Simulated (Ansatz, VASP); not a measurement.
# KI in VASP and in Ansatz

POSCAR

```
KI
1.0
    0.0000000000      3.5444850600      3.5444850600
    3.5444850600      0.0000000000      3.5444850600
    3.5444850600      3.5444850600      0.0000000000
K I
1 1
Direct
    0.0000000000      0.0000000000      0.0000000000
    0.5000000000      0.5000000000      0.5000000000
```

File INCAR.step1:

```
PREC = Accurate
ENCUT = 400
EDIFF = 1E-5
ISMEAR = 0
SIGMA = 0.01
LREAL = False
LASPH = True
NELM = 120
ALGO = Normal
ISIF = 2
LWAVE = True
LCHARG = False
NBANDS = 15
GGA = PE
GGA_COMPAT = False
```

INCAR.step2

```
PREC = Accurate
ENCUT = 400
EDIFF = 1E-6
ISMEAR = 0
SIGMA = 0.01
LREAL = False
LASPH = True
NELM = 120
ALGO = Normal
ISIF = 2
LWAVE = False
LCHARG = False
GGA = PE
LHFCALC = True
HFSCREEN = 0.2079
PRECFOCK = Normal
NBANDS = 15
ISTART = 1
GGA_COMPAT = False
```

Contents of KPOINTS:

```
Automatic mesh
0
Gamma
  4 4 4
```

Input for Ansatz:

```yaml
crystal:
  lattice:
    - [0.0, 3.54448506, 3.54448506]
    - [3.54448506, 0.0, 3.54448506]
    - [3.54448506, 3.54448506, 0.0]
  atoms:
    - { symbol: K, position: [0.0, 0.0, 0.0] }
    - { symbol: I, position: [0.5, 0.5, 0.5] }
kpoints:
  mp_grid: { grid: [4, 4, 4] }
  band_path:
    path:
      - [0.0, 0.0, 0.0]
      - [0.5, 0.0, 0.5]
      - [0.625, 0.25, 0.625]
      - [0.375, 0.375, 0.75]
      - [0.5, 0.5, 0.5]
      - [0.5, 0.25, 0.75]
    npoints: 1
hamiltonian:
  xc: hse06
scf:
  occupations: { method: fixed }
  n_extra_bands: 4
output:
  forces: true
  stress: true
  eigenvalues: true
```

Alike in both runs: task single point; functional HSE06; k mesh 4 × 4 × 4; no spin polarisation.

|  | VASP | Ansatz |
| --- | --- | --- |
| version | VASP 6.6.1 | Ansatz 0.2.0 |
| potentials or method | VASP PAW PBE potentials, release 64 (K_sv, I) | plane waves, PAW |
| plane-wave cutoff (eV) | 400 | 420 |
| occupations | gaussian, width 0.01 eV | fixed |
| valence electrons in the cell | 16 | 26 |

Ansatz gave:

```
gap on the k mesh at the Fermi level (eV) : 4.94
pressure (GPa)                            : 0.3
```

Q: Which values does VASP return?

A: gap on the k mesh at the Fermi level (eV): 4.93; pressure (GPa): 0.3.

VASP's potentials hold 16 valence electrons a cell and Ansatz's 26, so a difference there can come from the potentials and not from the codes. Ansatz's warnings: stress exchange threshold loose, stress scf threshold loose.

Neither program's run includes spin-orbit coupling.
